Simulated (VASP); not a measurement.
# PrBiC (P4/mmm) in VASP: single point with PBE

Aim: the single point of PrBiC with PBE.

Everything below comes from runs of VASP 6.6.1. Logs are shortened: lines on timing, memory, paths and dates and some standing lists are left out, and cuts for length are marked.

**1. The cell of the first run**

It takes space group P4/mmm (No. 123, tetragonal). The conventional cell has a = 3.792 Å, b = 3.792 Å, c = 6.286 Å, α = 90.00°, β = 90.00°, γ = 90.00°. Within 3.5 Å of Pr (site symmetry 4/mmm) lie 4 C at 2.68 Å and 2 Bi at 3.14 Å. Within 4.1 Å of Bi (site symmetry 4/mmm) lie 2 Pr at 3.14 Å and 4 Bi at 3.79 Å. Within 3.5 Å of C (site symmetry 4/mmm) lie 4 Pr at 2.68 Å.

**2. Single point, PBE**

INCAR

```
  PREC = Accurate
  ENCUT = 520
  EDIFF = 1E-6
  ISMEAR = 0
  SIGMA = 0.1
  LREAL = False
  LASPH = True
  NELM = 60
  ALGO = Normal
  ISIF = 2
  LWAVE = False
  LCHARG = False
  GGA = PE
  NBANDS = 23
```

KPOINTS

```
regular mesh
0
Gamma
  4 4 4
```

POSCAR

```
PrBiC
1.0
    3.7921047000      0.0000000000      0.0000000000
    0.0000000000      3.7921047000      0.0000000000
    0.0000000000      0.0000000000      6.2864348700
Pr Bi C
1 1 1
Direct
    0.5000000000      0.5000000000      0.0000000000
    0.5000000000      0.5000000000      0.5000000000
    0.0000000000      0.0000000000      0.0000000000
```

Potentials or basis: VASP PAW PBE potentials, release 64 (Pr, Bi_d, C).

Started as:

```sh
> cat potpaw_PBE.64/Pr/POTCAR potpaw_PBE.64/Bi_d/POTCAR potpaw_PBE.64/C/POTCAR > POTCAR
> mpirun -np 1 vasp_std > vasp.out
```

OUTCAR:

```text
PREC = Accurate
   ENCUT = 520
   EDIFF = 1E-6
   ISMEAR = 0
   LREAL = False
   LASPH = True
   NELM = 60
   ISIF = 2
   GGA = PE

 ion  position               nearest neighbor table
   1  0.500  0.500  0.000-   3 2.68   3 2.68   3 2.68   3 2.68   2 3.14   2 3.14
   2  0.500  0.500  0.500-   1 3.14   1 3.14
   3  0.000  0.000  0.000-   1 2.68   1 2.68   1 2.68   1 2.68

  LATTYP: Found a simple tetragonal cell.
 ALAT       =     3.7921047000
 C/A-ratio  =     1.6577693306

  Lattice vectors:

 A1 = (   3.7921047000,   0.0000000000,   0.0000000000)
 A2 = (   0.0000000000,   3.7921047000,   0.0000000000)
 A3 = (   0.0000000000,   0.0000000000,   6.2864348700)

Analysis of symmetry for initial positions (statically):
=====================================================================
 Subroutine PRICEL returns:
 Original cell was already a primitive cell.

 Routine SETGRP: Setting up the symmetry group for a
 simple tetragonal supercell.

 Subroutine GETGRP returns: Found 16 space group operations
 (whereof 16 operations were pure point group operations)
 out of a pool of 16 trial point group operations.

The static configuration has the point symmetry D_4h.

Analysis of symmetry for dynamics (positions and initial velocities):
=====================================================================
 Subroutine PRICEL returns:
 Original cell was already a primitive cell.

 Routine SETGRP: Setting up the symmetry group for a
 simple tetragonal supercell.

 Subroutine GETGRP returns: Found 16 space group operations
 (whereof 16 operations were pure point group operations)
 out of a pool of 16 trial point group operations.

The dynamic configuration has the point symmetry D_4h.

 Subroutine INISYM returns: Found 16 space group operations
 (whereof 16 operations are pure point group operations),
 and found     1 'primitive' translations

----------------------------------------------------------------------------------------

                                     Primitive cell

  volume of cell :      90.3993

  direct lattice vectors                    reciprocal lattice vectors
     3.792104700  0.000000000  0.000000000     0.263705799  0.000000000  0.000000000
     0.000000000  3.792104700  0.000000000     0.000000000  0.263705799  0.000000000
[... 76 lines left out ...]
   LSORBIT =      F    spin-orbit coupling
   LASPH  =      T    aspherical Exc in radial PAW
   ENCUT  =  520.0 eV  38.22 Ry    6.18 a.u.   7.05  7.05 11.69*2*pi/ulx,y,z
   NELM   =     60;   NELMIN=  2; NELMDL= -5     # of ELM steps
   EDIFF  = 0.1E-05   stopping-criterion for ELM
   LREAL  =      F    real-space projection
   EDIFFG = 0.1E-04   stopping-criterion for IOM
   NSW    =      0    number of steps for IOM
   IBRION =     -1    ionic relax: 0-MD 1-quasi-New 2-CG
   NFREE  =      0    steps in history (QN), initial steepest desc. (CG)
   ISIF   =      2    stress and relaxation
   ISYM   =      2    0-nonsym 1-usesym 2-fastsym
   POTIM  = 0.5000    time-step for ionic-motion
   TEBEG  =    0.0;   TEEND  =   0.0 temperature during run
   PSTRESS=    0.0 pullay stress
   NELECT =      32.0000    total number of electrons
   NUPDOWN=      -1.0000    fix difference up-down
   EMIN   =  10.00;   EMAX   =-10.00  energy-range for DOS
   EFERMI =   0.00;   METHOD = LEGACY
   ISMEAR =     0;   SIGMA  =   0.10  broadening in eV -4-tet -1-fermi 0-gaus
   EFERMI_NEDOS =   21; number of points for ismear=-14 and -15
   IALGO  =     38    algorithm
   IMIX   =      4    mixing-type and parameters
     AMIX     =   0.40;   BMIX     =  1.00
     AMIX_MAG =   1.60;   BMIX_MAG =  1.00
  volume/ion in A,a.u.               =      30.13       203.35
  Fermi-wavevector in a.u.,A,eV,Ry     =   1.158074  2.188443 18.247268  1.341136
  Thomas-Fermi vector in A             =   2.294680
   LORBIT       =      0    0 simple, 1 ext, 2 COOP (PROOUT), +10 PAW based schemes
   GGA     = PE    functional components
   LHFCALC =     F    Hartree Fock is set to
   AEXX    =    0.0000 exact exchange contribution
   IVDW    =     0    specifies the selected vdW correction
   LEPSILON=     F    determine dielectric tensor
   LRPA    =     F    only Hartree local field effects (RPA)
 non-spin polarized calculation
 Gauss-broadening in eV      SIGMA  =   0.10
  energy-cutoff  :      520.00
  volume of cell :       90.40
 maximum number of plane-waves:      2458
   NGX = 15   NGY = 15   NGZ = 23

 number of electron      32.0000001 magnetization

 Free energy of the ion-electron system (eV)
  ---------------------------------------------------
  ext. energy  EPLUGINS =         0.00000000
  ---------------------------------------------------
  free energy    TOTEN  =       -15.95199681 eV

  energy without entropy =      -15.90797855  energy(sigma->0) =      -15.92998768

 E-fermi :   3.8597     XC(G=0):  -9.2117

 val. band max:        3.8429630181   @ k =   0.5000   0.2500   0.5000
 cond. band min:       3.9063159482   @ k =   0.5000   0.5000   0.0000
 fundamental gap:      0.0633529301
 Fermi energy:         3.8597276146

 k-point     1 :       0.0000    0.0000    0.0000
  band No.  band energies     occupation
      1     -31.5215      2.00000
      2     -18.4269      2.00000
      3     -18.3639      2.00000
      4     -18.2703      2.00000
      5     -18.2483      2.00000
      6     -18.2483      2.00000
[... 457 lines left out ...]
     22       4.7162      0.00000
     23       4.7162      0.00000

------------------------ aborting loop because EDIFF is reached ----------------------------------------

  FORCE on cell =-STRESS in cart. coord.  units (eV):
  Direction    XX          YY          ZZ          XY          YZ          ZX
  --------------------------------------------------------------------------------------
  -------------------------------------------------------------------------------------
  Total       -7.3484544     -7.3484544      0.4346530      0.0000000      0.0000000      0.0000000
  in kB     -130.2391422   -130.2391422      7.7035020      0.0000000      0.0000000      0.0000000
  external PRESSURE =     -84.2582608 kB  Pullay stress =       0.0000000 kB

 VOLUME and BASIS-vectors are now :
 -----------------------------------------------------------------------------
  energy-cutoff  :      520.00
  volume of cell :       90.40
      direct lattice vectors                 reciprocal lattice vectors
     3.792104700  0.000000000  0.000000000     0.263705799  0.000000000  0.000000000
     0.000000000  3.792104700  0.000000000     0.000000000  0.263705799  0.000000000
     0.000000000  0.000000000  6.286434870     0.000000000  0.000000000  0.159072673

 POSITION                                       TOTAL-FORCE (eV/Angst)
 -----------------------------------------------------------------------------------
      1.89605      1.89605      0.00000         0.000000      0.000000      0.000000
      1.89605      1.89605      3.14322         0.000000      0.000000      0.000000
      0.00000      0.00000      0.00000         0.000000      0.000000      0.000000
 -----------------------------------------------------------------------------------
    total drift:                                0.000000      0.000000      0.000000

  FREE ENERGIE OF THE ION-ELECTRON SYSTEM (eV)
  ---------------------------------------------------
  free  energy   TOTEN  =       -15.9519968077 eV

  energy  without entropy=      -15.9079785544  energy(sigma->0) =      -15.92998768
```

OSZICAR:

```text
N       E                     dE             d eps       ncg     rms          rms(c)
DAV:   1     0.332657714313E+03    0.33266E+03   -0.14098E+04   884   0.235E+03
DAV:   2     0.300991264040E+02   -0.30256E+03   -0.29309E+03  1058   0.431E+02
DAV:   3    -0.192502020486E+02   -0.49349E+02   -0.47183E+02  1385   0.206E+02
DAV:   4    -0.236255027261E+02   -0.43753E+01   -0.41000E+01  1487   0.510E+01
[... 14 lines left out ...]
DAV:  19    -0.159520364942E+02    0.17621E-04   -0.36539E-04  1529   0.146E-01    0.104E-01
DAV:  20    -0.159520225516E+02    0.13943E-04   -0.65262E-05  1316   0.615E-02    0.116E-01
DAV:  21    -0.159520013536E+02    0.21198E-04   -0.48751E-05  1331   0.809E-02    0.540E-02
DAV:  22    -0.159519976732E+02    0.36805E-05   -0.24338E-05  1076   0.442E-02    0.255E-02
DAV:  23    -0.159519968077E+02    0.86546E-06   -0.12239E-06   732   0.192E-02
   1 F= -.15951997E+02 E0= -.15929988E+02  d E =-.440183E-01
```

Wall time 38 s (1 thread of Intel Xeon 6975P-C (Granite Rapids), shared host); peak memory 0.21 GiB.

Results:

```
Free energy            : -15.9520 eV
Pressure               : -8.4 GPa
Band gap on the k mesh : zero (band 16 reaches 3.96 eV, above the bottom of band 17 at 3.76 eV)
```

Caveat: the k points lie up to 0.41 Å⁻¹ apart; spin-orbit coupling is left out, which moves the levels of the heavy elements; without U or exact exchange the open f shell lies at the Fermi level, which spoils levels, moments and volumes.
